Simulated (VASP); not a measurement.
Co:

```
Co
1.0
     2.43717    0.00000    0.00000
    -1.21859    2.11065    0.00000
     0.00000    0.00000    7.97892
Co
4
Direct
  0.66667 0.33333 0.75000
  0.00000 0.00000 0.50000
  0.33333 0.66667 0.25000
  0.00000 0.00000 0.00000
```

Base run:

| Item | Value |
| --- | --- |
| Program | VASP 6.6.1 |
| Functional | BLYP |
| Dispersion | D3(BJ) |
| Potentials or basis | VASP PAW PBE potentials, release 64 (Co) |
| Cutoff | 520 eV |
| k mesh | 12 × 12 × 4 |
| Occupations | fermi-dirac, width 0.05 eV |
| Spin | collinear spin, ferromagnetic start |
| Starting moments | [2.0, 2.0, 2.0, 2.0] μB |

Its results: pressure 7.3 GPa; net moment 6.16 μB per cell; site moments Co +1.55, +1.53 μB.

Task: The run is repeated on the same cell with these changes: functional from BLYP to RPBE; further incar settings from ALGO = Normal; EDIFF = 1e-07; NBANDS = 30 to ALGO = Fast; EDIFF = 1e-06; NBANDS = 30. What comes out?

Result: Pressure -13.2 GPa; net moment 6.44 μB per cell; site moments Co +1.63, +1.61 μB.

Caveats: the PAW data sets were made with another functional, which shifts forces and pressure a little; pairwise dispersion overbinds metals, which lowers pressure and volume.
